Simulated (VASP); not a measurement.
Sr: single point with revPBE

Crystal: Sr.

```xyz
2
Lattice="0.0000 4.8977 4.8977 4.8977 0.0000 4.8977 4.8977 4.8977 0.0000" Properties=species:S:1:pos:R:3 pbc="T T T"
Sr    1.2244    1.2244    1.2244
Sr    8.5710    8.5710    8.5710
```

This isn't the form of Sr at room conditions, which is fcc.

```yaml
Program: VASP 6.6.1
Task: single point
Functional: revPBE
Potentials_or_basis: VASP PAW PBE potentials, release 64 (Sr_sv)
Cutoff: 520 eV
k_mesh: 9 × 9 × 9
Occupations: fermi-dirac, width 0.1 eV
Spin: no spin polarisation
```

```json
{
  "Pressure": "0.0 GPa",
  "Band gap on the k mesh": "zero (bands 10 and 11 overlap by 0.67 eV)"
}
```

Levels at points of the mesh, in eV from the Fermi level:
```tsv
k point	band 8	band 9	band 10	band 11	band 12	band 13
(0.00, 0.00, 0.00)	-19.67	-2.57	0.63	0.63	0.63	0.90
```

Run time: 110 s on 1 thread of AMD EPYC 9R45 96-Core Processor (Zen 5) (shared host), peak memory 0.42 GiB.

Caveat: the PAW data sets were made with another functional, which shifts forces and pressure a little.
